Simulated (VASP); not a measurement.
# BN (P6_3/mmc) in VASP: a series of runs

BN is run at these levels: r2SCAN; tasks: single point.

Program: VASP 6.6.1. These are calculated values, not measurements. Logs are shortened: lines on timing, memory, paths and dates and some standing lists are left out, and cuts for length are marked.

## Step 1: The cell of the first run

Symmetry: P6_3/mmc, No. 194, hexagonal system. The conventional cell has a = 2.501 Å, b = 2.501 Å, c = 6.874 Å, α = 90.00°, β = 90.00°, γ = 120.00°. Within 1.9 Å of B (site symmetry -6m2) lie 3 N at 1.44 Å. N (site symmetry -6m2) has 3 B at 1.44 Å within 1.9 Å.

## Step 2: Single point, r2SCAN

Contents of POSCAR:

```
BN
1.0
    2.5009264824      0.0000000000      0.0000000000
   -1.2504632412      2.1658658667      0.0000000000
    0.0000000000      0.0000000000      6.8742604819
B N
2 2
Direct
    0.3333333333      0.6666666667      0.2500000000
    0.6666666667      0.3333333333      0.7500000000
    0.3333333333      0.6666666667      0.7500000000
    0.6666666667      0.3333333333      0.2500000000
```

Contents of INCAR.step1:

```
SYSTEM = BN
ALGO = Normal ; EDIFF = 1E-4
ENCUT = 520 ; GGA = PE
ISMEAR = 0 ; LASPH = .True.
LCHARG = .False. ; LREAL = .False.
LWAVE = .True. ; NBANDS = 16
NELM = 80 ; PREC = Accurate
SIGMA = 0.02
```

Contents of INCAR.step2:

```
SYSTEM = BN
ALGO = Normal ; EDIFF = 1E-6
ENCUT = 520 ; ISIF = 2
ISMEAR = 0 ; ISTART = 1
LASPH = .True. ; LCHARG = .False.
LMIXTAU = .True. ; LREAL = .False.
LWAVE = .False. ; METAGGA = R2SCAN
NBANDS = 16 ; NELM = 80
PREC = Accurate ; SIGMA = 0.02
```

Contents of KPOINTS:

```
k-points
0
Gamma
  12 12 4
  0 0 0
```

Potentials or basis: VASP PAW PBE potentials, release 64 (B, N).

Launch:

```console
$ cat potpaw_PBE.64/B/POTCAR potpaw_PBE.64/N/POTCAR > POTCAR
$ cp INCAR.step1 INCAR
$ mpirun -np 1 vasp_std > vasp.out
$ cp INCAR.step2 INCAR
$ mpirun -np 1 vasp_std > vasp.out
```

OUTCAR:

```text
SYSTEM = BN
   EDIFF = 1E-6
   ENCUT = 520
   ISIF = 2
   ISMEAR = 0
   ISTART = 1
   LASPH = .True.
   LREAL = .False.
   METAGGA = R2SCAN
   NELM = 80
   PREC = Accurate

 ion  position               nearest neighbor table
   1  0.333  0.667  0.250-   4 1.44   4 1.44   4 1.44
   2  0.667  0.333  0.750-   3 1.44   3 1.44   3 1.44
   3  0.333  0.667  0.750-   2 1.44   2 1.44   2 1.44
   4  0.667  0.333  0.250-   1 1.44   1 1.44   1 1.44

  LATTYP: Found a hexagonal cell.
 ALAT       =     2.5009264824
 C/A-ratio  =     2.7486855492

  Lattice vectors:

 A1 = (   2.5009264824,   0.0000000000,   0.0000000000)
 A2 = (  -1.2504632412,   2.1658658667,   0.0000000000)
 A3 = (   0.0000000000,   0.0000000000,   6.8742604819)

Analysis of symmetry for initial positions (statically):
=====================================================================
 Subroutine PRICEL returns:
 Original cell was already a primitive cell.

 Routine SETGRP: Setting up the symmetry group for a
 hexagonal supercell.

 Subroutine GETGRP returns: Found 24 space group operations
 (whereof 12 operations were pure point group operations)
 out of a pool of 24 trial point group operations.

The static configuration has the point symmetry D_3d.
 The point group associated with its full space group is D_6h.

Analysis of symmetry for dynamics (positions and initial velocities):
=====================================================================
 Subroutine PRICEL returns:
 Original cell was already a primitive cell.

 Routine SETGRP: Setting up the symmetry group for a
 hexagonal supercell.

 Subroutine GETGRP returns: Found 24 space group operations
 (whereof 12 operations were pure point group operations)
 out of a pool of 24 trial point group operations.

The dynamic configuration has the point symmetry D_3d.
 The point group associated with its full space group is D_6h.

 Subroutine INISYM returns: Found 24 space group operations
 (whereof 12 operations are pure point group operations),
 and found     1 'primitive' translations

----------------------------------------------------------------------------------------

                                     Primitive cell

  volume of cell :      37.2356

  direct lattice vectors                    reciprocal lattice vectors
     2.500926482  0.000000000  0.000000000     0.399851818  0.230854555  0.000000000
    -1.250463241  2.165865867  0.000000000     0.000000000  0.461709109  0.000000000
     0.000000000  0.000000000  6.874260482     0.000000000  0.000000000  0.145470193

  length of vectors
     2.500926482  2.500926482  6.874260482     0.461709109  0.461709109  0.145470193

  position of ions in fractional coordinates (direct lattice)
     0.333333333  0.666666667  0.250000000
     0.666666667  0.333333333  0.750000000
     0.333333333  0.666666667  0.750000000
     0.666666667  0.333333333  0.250000000

  ion indices of the primitive-cell ions
   primitive index   ion index
                 1           1
                 2           2
                 3           3
                 4           4

----------------------------------------------------------------------------------------

 KPOINTS: k-points

Automatic generation of k-mesh.
 Grid dimensions read from file:
 generate k-points for:   12   12    4

 Generating k-lattice:

  Cartesian coordinates                     Fractional coordinates (reciprocal lattice)
     0.033320985  0.019237880  0.000000000     0.083333333 -0.000000000  0.000000000
     0.000000000  0.038475759  0.000000000     0.000000000  0.083333333  0.000000000
     0.000000000  0.000000000  0.036367548     0.000000000  0.000000000  0.250000000

  Length of vectors
     0.038475759  0.038475759  0.036367548

  Shift w.r.t. Gamma in fractional coordinates (k-lattice)
     0.000000000  0.000000000  0.000000000

 Subroutine IBZKPT returns following result:
 ===========================================

 Found     57 irreducible k-points:

 Following reciprocal coordinates:
            Coordinates               Weight
  0.000000  0.000000  0.000000      1.000000
  0.083333  0.000000  0.000000      6.000000
  0.166667 -0.000000  0.000000      6.000000
  0.250000 -0.000000  0.000000      6.000000
  0.333333 -0.000000  0.000000      6.000000
  0.416667  0.000000  0.000000      6.000000
[... 16 lines left out ...]
  0.250000 -0.000000  0.250000     12.000000
  0.333333 -0.000000  0.250000     12.000000
 [... further k-points ...]
   k-points           NKPTS =     57   k-points in BZ     NKDIM =     57   number of bands    NBANDS=     16
   number of dos      NEDOS =    301   number of ions     NIONS =      4
   total plane-waves  NPLWV =  21600
   dimension x,y,z NGX =    20 NGY =   20 NGZ =   54
   dimension x,y,z NGXF=    40 NGYF=   40 NGZF=  108
   ions per type =               2   2
   NGX,Y,Z   is equivalent  to a cutoff of  13.29, 13.29, 13.06 a.u.
   NGXF,Y,Z  is equivalent  to a cutoff of  26.59, 26.59, 26.12 a.u.
 SYSTEM =  BN
   PREC   = accura    normal or accurate (medium, high low for compatibility)
   ISTART =      1    job   : 0-new  1-cont  2-samecut
   ICHARG =      0    charge: 1-file 2-atom 10-const
   ISPIN  =      1    spin polarized calculation?
   LNONCOLLINEAR =      F non collinear calculations
   LSORBIT =      F    spin-orbit coupling
   LASPH  =      T    aspherical Exc in radial PAW
   ENCUT  =  520.0 eV  38.22 Ry    6.18 a.u.   4.65  4.65 12.78*2*pi/ulx,y,z
   NELM   =     80;   NELMIN=  2; NELMDL=  0     # of ELM steps
   EDIFF  = 0.1E-05   stopping-criterion for ELM
   LREAL  =      F    real-space projection
   EDIFFG = 0.1E-04   stopping-criterion for IOM
   NSW    =      0    number of steps for IOM
   IBRION =     -1    ionic relax: 0-MD 1-quasi-New 2-CG
   NFREE  =      0    steps in history (QN), initial steepest desc. (CG)
   ISIF   =      2    stress and relaxation
   ISYM   =      2    0-nonsym 1-usesym 2-fastsym
   POTIM  = 0.5000    time-step for ionic-motion
   TEBEG  =    0.0;   TEEND  =   0.0 temperature during run
   PSTRESS=    0.0 pullay stress
   NELECT =      16.0000    total number of electrons
   NUPDOWN=      -1.0000    fix difference up-down
   EMIN   =  10.00;   EMAX   =-10.00  energy-range for DOS
   EFERMI =   0.00;   METHOD = LEGACY
   ISMEAR =     0;   SIGMA  =   0.02  broadening in eV -4-tet -1-fermi 0-gaus
   EFERMI_NEDOS =   21; number of points for ismear=-14 and -15
   IALGO  =     38    algorithm
   IMIX   =      4    mixing-type and parameters
     AMIX     =   0.40;   BMIX     =  1.00
     AMIX_MAG =   1.60;   BMIX_MAG =  1.00
  volume/ion in A,a.u.               =       9.31        62.82
  Fermi-wavevector in a.u.,A,eV,Ry     =   1.235365  2.334502 20.764218  1.526127
  Thomas-Fermi vector in A             =   2.370018
   LORBIT       =      0    0 simple, 1 ext, 2 COOP (PROOUT), +10 PAW based schemes
   METAGGA = R2SCAN    functional components
   LHFCALC =     F    Hartree Fock is set to
   AEXX    =    0.0000 exact exchange contribution
   IVDW    =     0    specifies the selected vdW correction
   LEPSILON=     F    determine dielectric tensor
   LRPA    =     F    only Hartree local field effects (RPA)
 non-spin polarized calculation
 Gauss-broadening in eV      SIGMA  =   0.02
  energy-cutoff  :      520.00
  volume of cell :       37.24
 maximum number of plane-waves:      1034
 NGX is ok and might be reduce to    20
   NGX =  9   NGY =  9   NGZ = 25

 number of electron      16.0000000 magnetization

 Free energy of the ion-electron system (eV)
  ---------------------------------------------------
  ext. energy  EPLUGINS =         0.00000000
  ---------------------------------------------------
  free energy    TOTEN  =       -38.59612810 eV

  energy without entropy =      -38.59612810  energy(sigma->0) =      -38.59612810

 E-fermi :   1.8687     XC(G=0): -10.5119

 val. band max:        1.7533380657   @ k =   0.3333   0.3333   0.5000
 cond. band min:       6.6803483654   @ k =   0.5000  -0.0000   0.0000
 fundamental gap:      4.9270102997
 Fermi energy:         1.8687423006

 k-point     1 :       0.0000    0.0000    0.0000
  band No.  band energies     occupation
      1     -17.0313      2.00000
      2     -16.8096      2.00000
      3      -4.4967      2.00000
      4      -2.6505      2.00000
      5       0.4040      2.00000
      6       0.4040      2.00000
[... 8 lines left out ...]
     15      14.6582      0.00000
     16      16.0596      0.00000

 k-point     2 :       0.0833    0.0000    0.0000
  band No.  band energies     occupation
      1     -16.8898      2.00000
      2     -16.6717      2.00000
      3      -4.3026      2.00000
      4      -2.4732      2.00000
      5      -0.1837      2.00000
      6      -0.1619      2.00000
[... 8 lines left out ...]
     15      15.1740      0.00000
     16      15.5131      0.00000

 k-point     3 :       0.1667   -0.0000    0.0000
  band No.  band energies     occupation
      1     -16.4733      2.00000
      2     -16.2660      2.00000
      3      -3.7277      2.00000
      4      -1.9522      2.00000
      5      -1.6728      2.00000
      6      -1.6463      2.00000
[... 8 lines left out ...]
     15      16.4287      0.00000
     16      16.5234      0.00000

 k-point     4 :       0.2500   -0.0000    0.0000
  band No.  band energies     occupation
      1     -15.8113      2.00000
      2     -15.6230      2.00000
      3      -3.5599      2.00000
      4      -3.5169      2.00000
      5      -2.7997      2.00000
      6      -1.2966      2.00000
[... 8 lines left out ...]
     15      17.7343      0.00000
     16      18.8429      0.00000

 k-point     5 :       0.3333   -0.0000    0.0000
  band No.  band energies     occupation
      1     -14.9769      2.00000
      2     -14.8194      2.00000
      3      -5.4320      2.00000
      4      -5.3728      2.00000
      5      -1.9554      2.00000
      6      -1.9094      2.00000
[... 8 lines left out ...]
     15      18.4008      0.00000
     16      21.5468      0.00000

 k-point     6 :       0.4167    0.0000    0.0000
  band No.  band energies     occupation
      1     -14.1543      2.00000
      2     -14.0473      2.00000
      3      -6.9143      2.00000
      4      -6.8522      2.00000
      5      -2.3876      2.00000
      6      -2.3395      2.00000
[... 8 lines left out ...]
     15      17.6131      0.00000
     16      21.1527      0.00000
[... 267 lines left out ...]
 k-point    21 :       0.0833    0.0000    0.2500
  band No.  band energies     occupation
      1     -16.8591      2.00000
      2     -16.7049      2.00000
      3      -4.0772      2.00000
      4      -2.7987      2.00000
      5      -0.1793      2.00000
      6      -0.1626      2.00000
[... 8 lines left out ...]
     15      15.3060      0.00000
     16      15.5052      0.00000

 k-point    22 :       0.1667   -0.0000    0.2500
  band No.  band energies     occupation
      1     -16.4440      2.00000
      2     -16.2975      2.00000
      3      -3.5103      2.00000
      4      -2.2786      2.00000
      5      -1.6635      2.00000
      6      -1.6348      2.00000
[... 8 lines left out ...]
     15      16.4417      0.00000
     16      16.5090      0.00000

 k-point    23 :       0.2500   -0.0000    0.2500
  band No.  band energies     occupation
      1     -15.7846      2.00000
      2     -15.6515      2.00000
      3      -3.5619      2.00000
      4      -3.5281      2.00000
      5      -2.5794      2.00000
      6      -1.4109      2.00000
[... 8 lines left out ...]
     15      18.8565      0.00000
     16      18.9259      0.00000

 k-point    24 :       0.3333   -0.0000    0.2500
  band No.  band energies     occupation
      1     -14.9545      2.00000
      2     -14.8431      2.00000
      3      -5.4255      2.00000
      4      -5.3835      2.00000
      5      -1.9487      2.00000
      6      -1.9162      2.00000
[... 8 lines left out ...]
     15      19.4183      0.00000
     16      21.5382      0.00000

 [... further k-points ...]
[... 5 lines left out ...]
  --------------------------------------------------------------------------------------
  -------------------------------------------------------------------------------------
  Total        0.1610751      0.1610751     -0.0569307      0.0000000      0.0000000      0.0000000
  in kB        6.9307532      6.9307532     -2.4496210      0.0000000      0.0000000      0.0000000
  external PRESSURE =       3.8039618 kB  Pullay stress =       0.0000000 kB

 VOLUME and BASIS-vectors are now :
 -----------------------------------------------------------------------------
  energy-cutoff  :      520.00
  volume of cell :       37.24
      direct lattice vectors                 reciprocal lattice vectors
     2.500926482  0.000000000  0.000000000     0.399851818  0.230854555  0.000000000
    -1.250463241  2.165865867  0.000000000     0.000000000  0.461709109  0.000000000
     0.000000000  0.000000000  6.874260482     0.000000000  0.000000000  0.145470193

 POSITION                                       TOTAL-FORCE (eV/Angst)
 -----------------------------------------------------------------------------------
     -0.00000      1.44391      1.71857         0.000000     -0.000000     -0.000000
      1.25046      0.72196      5.15570        -0.000000      0.000000     -0.000000
     -0.00000      1.44391      5.15570        -0.000000      0.000000     -0.000000
      1.25046      0.72196      1.71857         0.000000     -0.000000      0.000000
 -----------------------------------------------------------------------------------
    total drift:                               -0.000000      0.000000      0.000000

  FREE ENERGIE OF THE ION-ELECTRON SYSTEM (eV)
  ---------------------------------------------------
  free  energy   TOTEN  =       -38.5961281004 eV

  energy  without entropy=      -38.5961281004  energy(sigma->0) =      -38.59612810
```

Wall time 82 s (1 thread of Intel Xeon Platinum 8375C at 2.90GHz (Ice Lake), shared host); peak memory 0.17 GiB.

What came out:

```
Free energy            : -38.5961 eV
Pressure               : 0.4 GPa
Band gap on the k mesh : 4.93 eV, indirect (least direct gap 5.37 eV)
```

Caveat: the PAW data sets were made with another functional, which shifts forces and pressure a little. r2SCAN opens gaps a little over a GGA but as a rule still falls short of measured ones.

[end of part 1 of 3]
